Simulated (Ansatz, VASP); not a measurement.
**Two plane-wave programs on CoO**

Contents of INCAR:

```
PREC = Accurate
ENCUT = 520
EDIFF = 1E-7
ISMEAR = 0
SIGMA = 0.1
LREAL = False
LASPH = True
NELM = 150
ALGO = Normal
ISIF = 2
LWAVE = False
LCHARG = True
ISPIN = 2
MAGMOM = 2.74 0.35
LORBIT = 11
LMAXMIX = 4
GGA = PE
LELF = True
LVHAR = True
NBANDS = 18
```

Contents of KPOINTS:

```
regular mesh
0
Gamma
  16 16 16
```

Contents of POSCAR:

```
CoO
1.0
    0.0000000000      2.0355451851      2.0355451851
    2.0355451851      0.0000000000      2.0355451851
    2.0355451851      2.0355451851      0.0000000000
Co O
1 1
Direct
    0.0000000000      0.0000000000      0.0000000000
    0.5000000000      0.5000000000      0.5000000000
```

Input for Ansatz:

```yaml
crystal:
  lattice:
    - [0.0, 2.0355451851, 2.0355451851]
    - [2.0355451851, 0.0, 2.0355451851]
    - [2.0355451851, 2.0355451851, 0.0]
  atoms:
    - { symbol: Co, position: [0.0, 0.0, 0.0], spin: 2.74 }
    - { symbol: O, position: [0.5, 0.5, 0.5], spin: 0.35 }
basis:
  ecutwfc: 420
kpoints:
  mp_grid: { grid: [16, 16, 16] }
hamiltonian:
  xc: pbe
scf:
  occupations: { method: gaussian, width: 0.1 }
output:
  forces: true
  stress: true
  eigenvalues: true
  populations: true
magnetization:
  spin_polarized: true
```

Alike in both runs: task single point; functional PBE; k mesh 16 × 16 × 16; occupations gaussian, width 0.1 eV; collinear spin.

|  | VASP | Ansatz |
| --- | --- | --- |
| version | VASP 6.6.1 | Ansatz 0.2.0 |
| potentials or method | VASP PAW PBE potentials, release 64 (Co, O), cutoff 520 eV | scalar-relativistic, plane waves, PAW |
| valence electrons in the cell | 15 | 23 |

|  | VASP | Ansatz | Ansatz less VASP |
| --- | --- | --- | --- |
| gap on the k mesh at the Fermi level (eV) | none | none | - |
| pressure (GPa) | 23.0 | 23.8 | +0.81 |
| net moment per atom (μB) | 1.10 | 1.13 | +0.028 |
| size of the moment on the site where the two differ most (μB) | 2.02 | 1.97 | -0.051 |

Site moments also hang on the region over which each program counts them. A gap of «none» marks a metal or a gap that the smearing closes. The functional is the same, so the differences come from potentials, cutoffs and numerics. VASP's potentials hold 15 valence electrons a cell and Ansatz's 23, so a difference there can come from the potentials and not from the codes.
